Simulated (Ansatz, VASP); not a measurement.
## SnO2: VASP beside Ansatz

```xyz
6
Lattice="3.5933 0.0000 0.0000 0.0000 3.5933 0.0000 0.0000 0.0000 5.5313" Properties=species:S:1:pos:R:3 pbc="T T T"
Sn    0.0000    0.0000    0.0000
Sn    1.7967    1.7967    2.7656
O     0.0000    1.7967    1.7870
O     0.0000    1.7967    4.5526
O     1.7967    0.0000    3.7443
O     1.7967    0.0000    0.9787
```

Alike in both runs: functional PBE; k mesh 8 × 8 × 6; occupations gaussian, width 0.02 eV; no spin polarisation.

Ansatz relaxed the structure, and its values are those at the end. VASP's run is a single point on that final structure, the one shown.

|  | VASP | Ansatz |
| --- | --- | --- |
| version | VASP 6.6.1 | Ansatz 0.2.0 |
| potentials or method | VASP PAW PBE potentials, release 64 (Sn_d, O), cutoff 520 eV | scalar-relativistic, plane waves, PAW |
| valence electrons in the cell | 52 | 52 |

Ansatz gave:

* gap on the k mesh at the Fermi level (eV): 0.78
* least direct gap on the mesh (eV): 0.83
* pressure (GPa): -0.1
* rms of the force components (eV/Å): 0.002

Task: Estimate VASP's values.

Result: gap on the k mesh at the Fermi level (eV): 0.77; least direct gap on the mesh (eV): 0.81; pressure (GPa): 0.4; rms of the force components (eV/Å): 0.020.
